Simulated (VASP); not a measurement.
Wanted: the native input for a VASP 6.6.1 run.

| Quantity | Value |
| --- | --- |
| Task | single point |
| Functional | PBE |
| Potentials or basis | VASP PAW PBE potentials, release 64 (Ti_sv, C) |
| Cutoff | 520 eV |
| k mesh | 13 × 13 × 1 |
| Occupations | fermi-dirac, width 0.05 eV |
| Spin | no spin polarisation |
| Dipole correction | yes |
| Further INCAR settings | ALGO = Normal; EDIFF = 1e-07; NBANDS = 33 |

The structure of TiC (TiC (100), 3 layers) lies in POSCAR:

```
TiC
1.0
    3.0637012665      0.0000000000      0.0000000000
    0.0000000000      3.0637012665      0.0000000000
    0.0000000000      0.0000000000     20.3327000000
Ti C
3 3
Direct
    0.2500000000      0.2500000000      0.3973128661
    0.7500000000      0.7500000000      0.5000000003
    0.2500000000      0.2500000000      0.6026871337
    0.7500000000      0.7500000000      0.3923184609
    0.2500000000      0.2500000000      0.5000000003
    0.7500000000      0.7500000000      0.6076815387
```

The input as run:

INCAR

```
  ALGO = Normal
  DIPOL = 0.5 0.5 0.500
  EDIFF = 1E-7
  ENCUT = 520
  GGA = PE
  IDIPOL = 3
  ISIF = 2
  ISMEAR = -1
  LASPH = T
  LCHARG = F
  LDIPOL = T
  LREAL = F
  LWAVE = F
  NBANDS = 33
  NELM = 80
  PREC = Accurate
  SIGMA = 0.05
```

KPOINTS

```
k-points
0
Gamma
  13 13 1
```

Potentials or basis: VASP PAW PBE potentials, release 64 (Ti_sv, C).

Run with:

```bash
$ cat potpaw_PBE.64/Ti_sv/POTCAR potpaw_PBE.64/C/POTCAR > POTCAR
$ mpirun -np 1 vasp_std > vasp.out
```

Results of the run:

```json
{"Largest force": "0.008 eV/Å", "Band gap on the k mesh": "zero (band 24 reaches 0.51 eV, above the bottom of band 25 at -0.27 eV)"}
```

Run time: 120 s on 1 thread of Intel(R) Xeon(R) 6975P-C (Granite Rapids), on a shared host, peak memory 0.36 GiB.
